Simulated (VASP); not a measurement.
Here is a VASP 6.6.1 calculation.

Contents of INCAR:

```
  PREC = Accurate
  ENCUT = 400
  EDIFF = 1E-6
  ISMEAR = 1
  SIGMA = 0.1
  LREAL = F
  LASPH = T
  NELM = 120
  ALGO = Normal
  ISIF = 2
  LWAVE = F
  LCHARG = F
  LDIPOL = T
  IDIPOL = 3
  DIPOL = 0.5 0.5 0.337
  GGA = PE
  IVDW = 12
  NBANDS = 72
  GGA_COMPAT = F
  NELMDL = -8
```

Contents of KPOINTS:

```
Automatic mesh
0
Gamma
  9 9 1
```

File POSCAR:

```
Hf
1.0
    0.0000000289      5.4980656699      0.0000000000
   -4.7614645563     -2.7490328099      0.0000000000
    0.0000000000      0.0000000000     28.7506773055
Hf
12
Direct
    0.6666670000      0.6666670000      0.2086907357
    0.3333330000      1.0000000000      0.2086907357
    0.0000000000      0.3333330000      0.2086907357
    0.3338777834      0.3337306214      0.2911466291
   -0.0001471620      0.6661222166      0.2911466291
    0.6662693786      0.0001471620      0.2911466291
    0.6659427953      0.6658545951      0.3807249724
    0.3341454049      1.0000882002      0.3807249724
   -0.0000882002      0.3340572047      0.3807249724
    0.3239081212      0.3248892759      0.4676427717
    0.0009811548      0.6760918788      0.4676427717
    0.6751107241     -0.0009811548      0.4676427717
```

Potentials or basis: VASP PAW PBE potentials, release 64 (Hf_pv).

Command:

```sh
$ cat potpaw_PBE.64/Hf_pv/POTCAR > POTCAR
$ mpirun -np 1 vasp_std > vasp.out
```

(1) Predict the band gap on the k mesh.

(2) Predict the dispersion energy per atom.

Answers

(1) zero (bands 60 and 61 overlap by 0.34 eV).

(2) -0.336 eV.

Caveat: spin-orbit coupling is left out, which moves the levels of the heavy elements.
